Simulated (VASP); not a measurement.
# Sr (Fm-3m) in VASP: further runs

Sr is run at these levels: LDA; tasks: single point.

Program: VASP 6.6.1. These are calculated values, not measurements. Logs are shortened: lines on timing, memory, paths and dates and some standing lists are left out, and cuts for length are marked.

## (1) The cell of the first run

Symmetry: Fm-3m, No. 225, cubic system. The conventional cell has a = 5.960 Å, b = 5.960 Å, c = 5.960 Å, α = 90.00°, β = 90.00°, γ = 90.00°. Within 5.5 Å of Sr (site symmetry m-3m) lie 12 Sr at 4.21 Å.

## (2) Single point, LDA (volume scaled by 0.94)

INCAR reads:

```
ALGO = Normal
EDIFF = 1E-6
ENCUT = 520
ISIF = 2
ISMEAR = -1
LASPH = True
LCHARG = True
LELF = True
LREAL = False
LVHAR = True
LWAVE = False
NBANDS = 11
NELM = 100
PREC = Accurate
SIGMA = 0.08
```

KPOINTS reads:

```
k-points
0
Gamma
  10 10 10
```

POSCAR reads:

```
Sr
1.0
    0.0000000000      2.9802437978      2.9802437978
    2.9802437978      0.0000000000      2.9802437978
    2.9802437978      2.9802437978      0.0000000000
Sr
1
Direct
    0.0000000000      0.0000000000      0.0000000000
```

Potentials or basis: VASP PAW LDA potentials, release 64 (Sr_sv).

The run is started by

```console
$ cat potpaw_LDA.64/Sr_sv/POTCAR > POTCAR
$ mpirun -np 1 vasp_std > vasp.out
```

OUTCAR:

```text
EDIFF = 1E-6
   ENCUT = 520
   ISIF = 2
   ISMEAR = -1
   LASPH = True
   LREAL = False
   NELM = 100
   PREC = Accurate

 ion  position               nearest neighbor table
   1  0.000  0.000  0.000-

  LATTYP: Found a face centered cubic cell.
 ALAT       =     5.9604875956

  Lattice vectors:

 A1 = (   0.0000000000,   2.9802437978,   2.9802437978)
 A2 = (   2.9802437978,   0.0000000000,   2.9802437978)
 A3 = (   2.9802437978,   2.9802437978,   0.0000000000)

Analysis of symmetry for initial positions (statically):
=====================================================================
 Subroutine PRICEL returns:
 Original cell was already a primitive cell.

 Routine SETGRP: Setting up the symmetry group for a
 face centered cubic supercell.

 Subroutine GETGRP returns: Found 48 space group operations
 (whereof 48 operations were pure point group operations)
 out of a pool of 48 trial point group operations.

The static configuration has the point symmetry O_h .

Analysis of symmetry for dynamics (positions and initial velocities):
=====================================================================
 Subroutine PRICEL returns:
 Original cell was already a primitive cell.

 Routine SETGRP: Setting up the symmetry group for a
 face centered cubic supercell.

 Subroutine GETGRP returns: Found 48 space group operations
 (whereof 48 operations were pure point group operations)
 out of a pool of 48 trial point group operations.

The dynamic configuration has the point symmetry O_h .

 Subroutine INISYM returns: Found 48 space group operations
 (whereof 48 operations are pure point group operations),
 and found     1 'primitive' translations

----------------------------------------------------------------------------------------

                                     Primitive cell

  volume of cell :      52.9402

  direct lattice vectors                    reciprocal lattice vectors
     0.000000000  2.980243798  2.980243798    -0.167771509  0.167771509  0.167771509
     2.980243798  0.000000000  2.980243798     0.167771509 -0.167771509  0.167771509
     2.980243798  2.980243798  0.000000000     0.167771509  0.167771509 -0.167771509

  length of vectors
     4.214701198  4.214701198  4.214701198     0.290588778  0.290588778  0.290588778

  position of ions in fractional coordinates (direct lattice)
     0.000000000  0.000000000  0.000000000

  ion indices of the primitive-cell ions
   primitive index   ion index
                 1           1

----------------------------------------------------------------------------------------

 KPOINTS: k-points

Automatic generation of k-mesh.
 Grid dimensions read from file:
 generate k-points for:   10   10   10

 Generating k-lattice:

  Cartesian coordinates                     Fractional coordinates (reciprocal lattice)
    -0.016777151  0.016777151  0.016777151     0.100000000  0.000000000  0.000000000
     0.016777151 -0.016777151  0.016777151     0.000000000  0.100000000  0.000000000
     0.016777151  0.016777151 -0.016777151     0.000000000  0.000000000  0.100000000

  Length of vectors
     0.029058878  0.029058878  0.029058878

  Shift w.r.t. Gamma in fractional coordinates (k-lattice)
     0.000000000  0.000000000  0.000000000

 Subroutine IBZKPT returns following result:
 ===========================================

 Found     47 irreducible k-points:

 Following reciprocal coordinates:
            Coordinates               Weight
  0.000000  0.000000  0.000000      1.000000
  0.100000  0.000000  0.000000      8.000000
  0.200000  0.000000  0.000000      8.000000
  0.300000  0.000000  0.000000      8.000000
  0.400000  0.000000  0.000000      8.000000
  0.500000  0.000000  0.000000      4.000000
[... 16 lines left out ...]
  0.300000  0.300000  0.000000      6.000000
  0.400000  0.300000  0.000000     24.000000
 [... further k-points ...]
   k-points           NKPTS =     47   k-points in BZ     NKDIM =     47   number of bands    NBANDS=     11
   number of dos      NEDOS =    301   number of ions     NIONS =      1
   total plane-waves  NPLWV =  32768
   dimension x,y,z NGX =    32 NGY =   32 NGZ =   32
   dimension x,y,z NGXF=    64 NGYF=   64 NGZF=   64
   ions per type =               1
   NGX,Y,Z   is equivalent  to a cutoff of  12.62, 12.62, 12.62 a.u.
   NGXF,Y,Z  is equivalent  to a cutoff of  25.24, 25.24, 25.24 a.u.
 SYSTEM =  unknown system
   PREC   = accura    normal or accurate (medium, high low for compatibility)
   ISTART =      0    job   : 0-new  1-cont  2-samecut
   ICHARG =      2    charge: 1-file 2-atom 10-const
   ISPIN  =      1    spin polarized calculation?
   LNONCOLLINEAR =      F non collinear calculations
   LSORBIT =      F    spin-orbit coupling
   LASPH  =      T    aspherical Exc in radial PAW
   ENCUT  =  520.0 eV  38.22 Ry    6.18 a.u.   7.84  7.84  7.84*2*pi/ulx,y,z
   NELM   =    100;   NELMIN=  2; NELMDL= -5     # of ELM steps
   EDIFF  = 0.1E-05   stopping-criterion for ELM
   LREAL  =      F    real-space projection
   EDIFFG = 0.1E-04   stopping-criterion for IOM
   NSW    =      0    number of steps for IOM
   IBRION =     -1    ionic relax: 0-MD 1-quasi-New 2-CG
   NFREE  =      0    steps in history (QN), initial steepest desc. (CG)
   ISIF   =      2    stress and relaxation
   ISYM   =      2    0-nonsym 1-usesym 2-fastsym
   POTIM  = 0.5000    time-step for ionic-motion
   TEBEG  =    0.0;   TEEND  =   0.0 temperature during run
   PSTRESS=    0.0 pullay stress
   NELECT =      10.0000    total number of electrons
   NUPDOWN=      -1.0000    fix difference up-down
   EMIN   =  10.00;   EMAX   =-10.00  energy-range for DOS
   EFERMI =   0.00;   METHOD = LEGACY
   ISMEAR =    -1;   SIGMA  =   0.08  broadening in eV -4-tet -1-fermi 0-gaus
   EFERMI_NEDOS =   21; number of points for ismear=-14 and -15
   IALGO  =     38    algorithm
   IMIX   =      4    mixing-type and parameters
     AMIX     =   0.40;   BMIX     =  1.00
     AMIX_MAG =   1.60;   BMIX_MAG =  1.00
  volume/ion in A,a.u.               =      52.94       357.26
  Fermi-wavevector in a.u.,A,eV,Ry     =   0.939319  1.775055 12.004691  0.882320
  Thomas-Fermi vector in A             =   2.066619
   LORBIT       =      0    0 simple, 1 ext, 2 COOP (PROOUT), +10 PAW based schemes
   GGA     = CA    functional components
   LHFCALC =     F    Hartree Fock is set to
   AEXX    =    0.0000 exact exchange contribution
   IVDW    =     0    specifies the selected vdW correction
   LEPSILON=     F    determine dielectric tensor
   LRPA    =     F    only Hartree local field effects (RPA)
 non-spin polarized calculation
  energy-cutoff  :      520.00
  volume of cell :       52.94
 maximum number of plane-waves:      1458
   NGX = 15   NGY = 15   NGZ = 15

 number of electron      10.0000000 magnetization

 Free energy of the ion-electron system (eV)
  ---------------------------------------------------
  ext. energy  EPLUGINS =         0.00000000
  ---------------------------------------------------
  free energy    TOTEN  =        -1.89511985 eV

  energy without entropy =       -1.86856106  energy(sigma->0) =       -1.88184046

 E-fermi :   1.5610     XC(G=0):  -7.6770

 val. band max:        1.5564863546   @ k =  -0.3000   0.4000   0.1000
 cond. band min:       1.5655364971   @ k =  -0.4000   0.3000   0.0000
 fundamental gap:      0.0090501425
 Fermi energy:         1.5609525004

 k-point     1 :       0.0000    0.0000    0.0000
  band No.  band energies     occupation
      1     -34.8350      2.00000
      2     -16.8107      2.00000
      3     -16.8107      2.00000
      4     -16.8107      2.00000
      5      -2.1688      2.00000
      6       3.8307      0.00000
      7       3.8307      0.00000
      8       3.8307      0.00000
      9       5.3461      0.00000
     10       5.3461      0.00000
     11       8.8404      0.00000

 k-point     2 :       0.1000    0.0000    0.0000
  band No.  band energies     occupation
      1     -34.8333      2.00000
      2     -16.8334      2.00000
      3     -16.8138      2.00000
      4     -16.8138      2.00000
      5      -2.0011      2.00000
      6       3.5904      0.00000
      7       3.9079      0.00000
      8       3.9079      0.00000
      9       5.2488      0.00000
     10       5.2488      0.00000
     11       9.2508      0.00000

 k-point     3 :       0.2000    0.0000    0.0000
  band No.  band energies     occupation
      1     -34.8290      2.00000
      2     -16.8922      2.00000
      3     -16.8217      2.00000
      4     -16.8217      2.00000
      5      -1.5233      2.00000
      6       3.0642      0.00000
      7       4.0163      0.00000
      8       4.0163      0.00000
      9       5.1837      0.00000
     10       5.1837      0.00000
     11       8.9867      0.00000

 k-point     4 :       0.3000    0.0000    0.0000
  band No.  band energies     occupation
      1     -34.8237      2.00000
      2     -16.9634      2.00000
      3     -16.8314      2.00000
      4     -16.8314      2.00000
      5      -0.8176      2.00000
      6       2.5020      0.00002
      7       3.9192      0.00000
      8       3.9192      0.00000
      9       5.5259      0.00000
     10       5.5259      0.00000
     11       8.1265      0.00000
[... 239 lines left out ...]
 k-point    22 :      -0.2000    0.2000    0.0000
  band No.  band energies     occupation
      1     -34.8218      2.00000
      2     -16.9521      2.00000
      3     -16.8750      2.00000
      4     -16.8303      2.00000
      5      -0.5554      2.00000
      6       2.5696      0.00001
      7       3.3061      0.00000
      8       4.3975      0.00000
      9       4.7004      0.00000
     10       6.2634      0.00000
     11       8.5511      0.00000

 k-point    23 :       0.3000    0.3000    0.0000
  band No.  band energies     occupation
      1     -34.8199      2.00000
      2     -16.9563      2.00000
      3     -16.8657      2.00000
      4     -16.8657      2.00000
      5      -0.3955      2.00000
      6       2.3203      0.00015
      7       3.2392      0.00000
      8       4.8913      0.00000
      9       4.8913      0.00000
     10       6.0100      0.00000
     11       9.7307      0.00000

 k-point    24 :       0.4000    0.3000    0.0000
  band No.  band energies     occupation
      1     -34.8165      2.00000
      2     -16.9867      2.00000
      3     -16.8824      2.00000
      4     -16.8752      2.00000
      5       0.1716      2.00000
      6       2.1045      0.00224
      7       2.8838      0.00000
      8       5.0408      0.00000
      9       5.4146      0.00000
     10       6.3420      0.00000
     11       8.1125      0.00000

 [... further k-points ...]

------------------------ aborting loop because EDIFF is reached ----------------------------------------

  FORCE on cell =-STRESS in cart. coord.  units (eV):
  Direction    XX          YY          ZZ          XY          YZ          ZX
  --------------------------------------------------------------------------------------
  -------------------------------------------------------------------------------------
  Total       -0.3286369     -0.3286369     -0.3286369     -0.0000000      0.0000000     -0.0000000
  in kB       -9.9458425     -9.9458425     -9.9458425     -0.0000000      0.0000000     -0.0000000
  external PRESSURE =      -9.9458425 kB  Pullay stress =       0.0000000 kB

 VOLUME and BASIS-vectors are now :
 -----------------------------------------------------------------------------
  energy-cutoff  :      520.00
  volume of cell :       52.94
      direct lattice vectors                 reciprocal lattice vectors
     0.000000000  2.980243798  2.980243798    -0.167771509  0.167771509  0.167771509
     2.980243798  0.000000000  2.980243798     0.167771509 -0.167771509  0.167771509
     2.980243798  2.980243798  0.000000000     0.167771509  0.167771509 -0.167771509

 POSITION                                       TOTAL-FORCE (eV/Angst)
 -----------------------------------------------------------------------------------
      0.00000      0.00000      0.00000         0.000000     -0.000000      0.000000
 -----------------------------------------------------------------------------------
    total drift:                                0.000000      0.000000      0.000000

  FREE ENERGIE OF THE ION-ELECTRON SYSTEM (eV)
  ---------------------------------------------------
  free  energy   TOTEN  =        -1.8951198510 eV

  energy  without entropy=       -1.8685610593  energy(sigma->0) =       -1.88184046
```

Wall time 9.5 s (1 thread of Intel Xeon Platinum 8375C at 2.90GHz (Ice Lake), shared host); peak memory 0.16 GiB.

What came out:

| Quantity | Value |
| --- | --- |
| Free energy | -1.8951 eV |
| Pressure | -1.0 GPa |
| Band gap on the k mesh | zero (band 5 reaches 1.59 eV, above the bottom of band 6 at 1.57 eV) |

## (3) Single point, LDA (volume scaled by 0.98)

INCAR reads:

```
SYSTEM = Sr
PREC = Accurate
ENCUT = 520
EDIFF = 1E-7
ISMEAR = -1
SIGMA = 0.08
LREAL = .False.
LASPH = .True.
NELM = 60
ALGO = Normal
ISIF = 2
LWAVE = .False.
LCHARG = .False.
NBANDS = 11
```

KPOINTS reads:

```
Automatic mesh
0
Gamma
  10 10 10
  0 0 0
```

POSCAR reads:

```
Sr
1.0
    0.0000000000      3.0219309284      3.0219309284
    3.0219309284      0.0000000000      3.0219309284
    3.0219309284      3.0219309284      0.0000000000
Sr
1
Direct
    0.0000000000      0.0000000000      0.0000000000
```

Potentials or basis: VASP PAW LDA potentials, release 64 (Sr_sv).

The run is started by

```console
$ cat potpaw_LDA.64/Sr_sv/POTCAR > POTCAR
$ mpirun -np 1 vasp_std > vasp.out
```

Run time: 11 s. Hardware: 1 thread of Intel Xeon Platinum 8375C at 2.90GHz (Ice Lake), shared host; peak memory 0.16 GiB.

The run converged. Its results:

```yaml
Free_energy: -1.8784 eV
Pressure: -1.4 GPa
Band_gap_on_the_k_mesh: zero (band 5 reaches 1.46 eV, above the bottom of band 6 at 1.42 eV)
```

Levels at points of the mesh, in eV from the Fermi level:
```tsv
k point	band 2	band 3	band 4	band 5	band 6	band 7	band 8	band 9
(0.00, 0.00, 0.00)	-18.46	-18.46	-18.46	-3.66	2.23	2.23	2.23	3.67
(0.50, 0.00, 0.00)	-18.66	-18.48	-18.48	-1.18	0.12	2.08	2.08	4.71
(0.50, 0.50, 0.00)	-18.64	-18.53	-18.53	-0.67	0.28	1.08	4.72	5.01
```

[end of part 1 of 2]
